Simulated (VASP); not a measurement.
Write the native input for VASP 6.6.1 that does the following.

```
Task                    : single point
Functional              : PBEsol
Potentials or basis     : VASP PAW PBE potentials, release 64 (Ag, Cl)
Cutoff                  : 520 eV
k mesh                  : 13 × 13 × 13
Occupations             : fermi-dirac, width 0.08 eV
Spin                    : no spin polarisation
Dipole correction       : no
k mesh for the DOS      : 20 × 20 × 20
Occupations for the DOS : tetrahedron
Further INCAR settings  : ALGO = Normal; EDIFF = 1e-07
```

The system is AgCl (CsCl type).

```
Ag Cl
1.0
     3.19179    0.00000    0.00000
     0.00000    3.19179    0.00000
     0.00000    0.00000    3.19179
Ag Cl
1 1
Direct
  0.00000 0.00000 0.00000
  0.50000 0.50000 0.50000
```

These files were run (other wordings do the same):

POSCAR

```
AgCl
1.0
    3.1917878359      0.0000000000      0.0000000000
    0.0000000000      3.1917878359      0.0000000000
    0.0000000000      0.0000000000      3.1917878359
Ag Cl
1 1
Direct
    0.0000000000      0.0000000000      0.0000000000
    0.5000000000      0.5000000000      0.5000000000
```

INCAR.step1

```
PREC     = Accurate       # precision mode
ENCUT    = 520            # plane-wave cutoff, eV
EDIFF    = 1E-7           # SCF threshold, eV
ISMEAR   = -1             # smearing method
SIGMA    = 0.08           # smearing width, eV
LREAL    = False          # projectors in reciprocal space
LASPH    = True           # aspherical terms in the spheres
NELM     = 100            # most SCF steps
ALGO     = Normal         # electronic algorithm
ISIF     = 2              # what is computed and relaxed
LWAVE    = False          # write WAVECAR
LCHARG   = True           # write CHGCAR
LMAXMIX  = 4              # l up to which the mixer works
GGA      = PS             # functional
NBANDS   = 16             # bands
```

KPOINTS.step1

```
Automatic mesh
0
Gamma
  13 13 13
```

INCAR.step2

```
PREC     = Accurate       # precision mode
ENCUT    = 520            # plane-wave cutoff, eV
EDIFF    = 1E-7           # SCF threshold, eV
ISMEAR   = -5             # smearing method
SIGMA    = 0.08           # smearing width, eV
LREAL    = False          # projectors in reciprocal space
LASPH    = True           # aspherical terms in the spheres
NELM     = 100            # most SCF steps
ALGO     = Normal         # electronic algorithm
ISIF     = 2              # what is computed and relaxed
LWAVE    = False          # write WAVECAR
LCHARG   = False          # write CHGCAR
LMAXMIX  = 4              # l up to which the mixer works
GGA      = PS             # functional
LORBIT   = 10             # projections on sites
NEDOS    = 1001           # points of the DOS
ICHARG   = 11             # starting density
```

KPOINTS.step2

```
Automatic mesh
0
Gamma
  20 20 20
```

Potentials or basis: VASP PAW PBE potentials, release 64 (Ag, Cl).

Command:

```bash
$ cat potpaw_PBE.64/Ag/POTCAR potpaw_PBE.64/Cl/POTCAR > POTCAR
$ cp INCAR.step1 INCAR
$ cp KPOINTS.step1 KPOINTS
$ mpirun -np 1 vasp_std > vasp.out
$ cp INCAR.step2 INCAR
$ cp KPOINTS.step2 KPOINTS
$ mpirun -np 1 vasp_std > vasp.out
```

It gave:

The valence electrons inside the program's atomic spheres are Ag 9.77; Cl 5.08.

It took 29 s on 1 thread of Intel(R) Xeon(R) 6975P-C (Granite Rapids) (shared host), peak memory 0.24 GiB.
